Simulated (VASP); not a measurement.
## WC: single point with PBEsol

WC:

```
W C
1.0
     3.16258    0.00000    0.00000
    -1.58129    2.73887    0.00000
     0.00000    0.00000    4.84650
W C
2 2
Direct
  0.66667 0.33333 0.75000
  0.33333 0.66667 0.25000
  0.00000 0.00000 0.00000
  0.00000 0.00000 0.50000
```

This cell differs from its parent crystal: Hf replaced by W, lengths x 0.969, strained.

```yaml
Program: VASP 6.6.1
Task: single point
Functional: PBEsol
Potentials_or_basis: VASP PAW PBE potentials, release 64 (W_sv, C_h)
Cutoff: 1300 eV
k_mesh: 15 × 15 × 10
Occupations: gaussian, width 0.1 eV
Spin: no spin polarisation
Dipole_correction: no
Further_INCAR_settings: ALGO = Normal; EDIFF = 1e-06; NBANDS = 26
```

```json
{
 "Pressure": "-7.9 GPa",
 "Band gap on the k mesh": "zero (bands 18 and 19 overlap by 2.99 eV)"
}
```

Stress tensor (GPa, compression positive):
```
-29.28   0.00   0.00
  0.00 -29.28   0.00
  0.00   0.00  34.82
```

Levels at points of the mesh, in eV from the Fermi level:
| k point | band 14 | band 15 | band 16 | band 17 | band 18 | band 19 | band 20 | band 21 | band 22 | band 23 |
| --- | --- | --- | --- | --- | --- | --- | --- | --- | --- | --- |
| (0.00, 0.00, 0.00) | -3.64 | -3.64 | -2.33 | -2.07 | -2.07 | -1.86 | -1.86 | 0.99 | 1.57 | 3.31 |
| (0.00, 0.00, 0.50) | -5.65 | -5.53 | -5.53 | 0.29 | 0.29 | 0.29 | 0.29 | 2.06 | 2.06 | 3.58 |

Wall time 4.3 min on 1 thread of AMD EPYC 9R45 96-Core Processor (Zen 5) (shared host), peak memory 0.69 GiB.

Caveat: the cell differs from its parent crystal (Hf replaced by W, lengths x 0.969, strained); the stress differs along the axes, from -29 to 35 GPa; the PAW data sets were made with another functional, which shifts forces and pressure a little; spin-orbit coupling is left out, which moves the levels of the heavy elements.
